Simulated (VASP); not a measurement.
Input of a VASP 6.6.1 run:

Contents of INCAR:

```
SYSTEM = SiMo6
  PREC = Accurate
  ENCUT = 520
  EDIFF = 1E-7
  ISMEAR = -1
  SIGMA = 0.05
  LREAL = .FALSE.
  LASPH = .TRUE.
  NELM = 100
  ALGO = Normal
  ISIF = 2
  LWAVE = .FALSE.
  LCHARG = .TRUE.
  GGA = PE
  LELF = .TRUE.
  LVHAR = .TRUE.
  NBANDS = 53
```

File KPOINTS:

```
regular mesh
0
G
  3 3 3
  0 0 0
```

The input POSCAR:

```
SiMo6
1.0
    4.8612537700      0.0000000000      0.0000000000
    0.0000000000      4.8612537700      0.0000000000
    0.0000000000      0.0000000000      4.8612537700
Mo Si
6 1
Direct
    0.2494665075      0.0001717664      0.5002135488
    0.5018921281      0.7525969993      0.0002166108
    0.7543191887      0.0001727949      0.5002168402
    0.5018927453      0.2477451409      0.0002166108
    0.0018910759      0.5001730243      0.7526436950
    0.0018912816      0.5001740528      0.2477920423
    0.5018890425      0.5001713786      0.5002162230
```

Potentials or basis: VASP PAW PBE potentials, release 64 (Mo_sv, Si).

Command:

```bash
$ cat potpaw_PBE.64/Mo_sv/POTCAR potpaw_PBE.64/Si/POTCAR > POTCAR
$ mpirun -np 1 vasp_std > vasp.out
```

Problem. What does it give for the band gap on the k mesh?

Solution. Zero (bands 44 and 45 overlap by 0.32 eV).

Problem. What does it give for the largest force?

Solution. 0.014 eV/Å.

Forces on the atoms (eV/Å):
```
Mo   0.014  0.000  0.000
Mo   0.000 -0.014  0.000
Mo  -0.014  0.000  0.000
Mo   0.000  0.014  0.000
Mo   0.000  0.000 -0.014
Mo   0.000  0.000  0.014
Si   0.000  0.000  0.000
```

Caveat: the k points lie up to 0.43 Å⁻¹ apart.
